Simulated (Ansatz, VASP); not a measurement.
## One calculation of BP, two programs

```
B P
1.0
     0.00000    2.26900    2.26900
     2.26900    0.00000    2.26900
     2.26900    2.26900    0.00000
B P
1 1
Direct
  0.00000 0.00000 0.00000
  0.25000 0.25000 0.25000
```

Alike in both runs: functional PBE; k mesh 16 × 16 × 16; occupations fermi-dirac, width 0.02 eV; no spin polarisation.

Ansatz relaxed the structure, and its values are those at the end. VASP's run is a single point on that final structure, the one shown.

|  | VASP | Ansatz |
| --- | --- | --- |
| version | VASP 6.6.1 | Ansatz 0.2.0 |
| potentials or method | VASP PAW PBE potentials, release 64 (B, P) | plane-wave PAW, scalar-relativistic |
| plane-wave cutoff (eV) | 520 | 420 |
| valence electrons in the cell | 8 | 8 |

```csv
,VASP,Ansatz,Ansatz less VASP
gap on the k mesh at the Fermi level (eV),1.25,1.25,+0.004
pressure (GPa),0.9,1.1,+0.24
```

Ansatz's warnings: stress scf threshold loose.
